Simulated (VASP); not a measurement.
Write the native input for VASP 6.6.1 that does the following.

```
Task                   : single point
Functional             : PBE
Potentials or basis    : VASP PAW PBE potentials, release 64 (In_d)
Cutoff                 : 520 eV
k mesh                 : 14 × 14 × 14
Occupations            : fermi-dirac, width 0.08 eV
Spin                   : no spin polarisation
Dipole correction      : no
Further INCAR settings : ALGO = Normal; EDIFF = 1e-06; NBANDS = 12
```

The structure of In lies in POSCAR:

```
In
1.0
   -1.8892673566      1.8892673566      1.8892673566
    1.8892673566     -1.8892673566      1.8892673566
    1.8892673566      1.8892673566     -1.8892673566
In
1
Direct
    0.0000000000      0.0000000000      0.0000000000
```

This cell differs from its parent crystal: volume scaled by 0.971, to set the pressure.

These files were run (other wordings do the same):

INCAR

```
SYSTEM = In
  ALGO = Normal
  EDIFF = 1E-6
  ENCUT = 520
  GGA = PE
  ISIF = 2
  ISMEAR = -1
  LASPH = .True.
  LCHARG = .False.
  LREAL = .False.
  LWAVE = .False.
  NBANDS = 12
  NELM = 80
  PREC = Accurate
  SIGMA = 0.08
```

KPOINTS

```
k-points
0
Gamma
  14 14 14
  0 0 0
```

Potentials or basis: VASP PAW PBE potentials, release 64 (In_d).

Launch:

```bash
$ cat potpaw_PBE.64/In_d/POTCAR > POTCAR
$ mpirun -np 1 vasp_std > vasp.out
```

Results of the run:

| Item | Value |
| --- | --- |
| Pressure | 1.0 GPa |

Caveat: the cell differs from its parent crystal (volume scaled by 0.971, to set the pressure).

Wall time 7.9 s on 1 thread of Intel(R) Xeon(R) 6975P-C (Granite Rapids), on a shared host, peak memory 0.15 GiB.
